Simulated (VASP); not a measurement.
# Hg: single point with r2SCAN

Hg:

```
Hg
1.0
    -1.93046    1.93046    1.93046
     1.93046   -1.93046    1.93046
     1.93046    1.93046   -1.93046
Hg
1
Cartesian
  0.0000 0.0000 0.0000
```

```
Program             : VASP 6.6.1
Task                : single point
Functional          : r2SCAN
Potentials or basis : VASP PAW PBE potentials, release 64 (Hg)
Cutoff              : 550 eV
k mesh              : 13 × 13 × 13
Occupations         : fermi-dirac, width 0.1 eV
Spin                : no spin polarisation
```

| Quantity | Value |
| --- | --- |
| Pressure | -0.9 GPa |
| Band gap on the k mesh | zero (bands 6 and 7 overlap by 1.67 eV) |

Levels at points of the mesh, in eV from the Fermi level:
| k point | band 2 | band 3 | band 4 | band 5 | band 6 | band 7 | band 8 | band 9 | band 10 | band 11 |
| --- | --- | --- | --- | --- | --- | --- | --- | --- | --- | --- |
| (0.00, 0.00, 0.00) | -7.00 | -7.00 | -7.00 | -6.39 | -6.39 | 14.08 | 14.08 | 14.08 | 15.13 | 15.13 |

It took 110 s on 1 thread of Intel(R) Xeon(R) 6975P-C (Granite Rapids), on a shared host, peak memory 0.18 GiB.

Caveat: the PAW data sets were made with another functional, which shifts forces and pressure a little; spin-orbit coupling is left out, which moves the levels of the heavy elements.
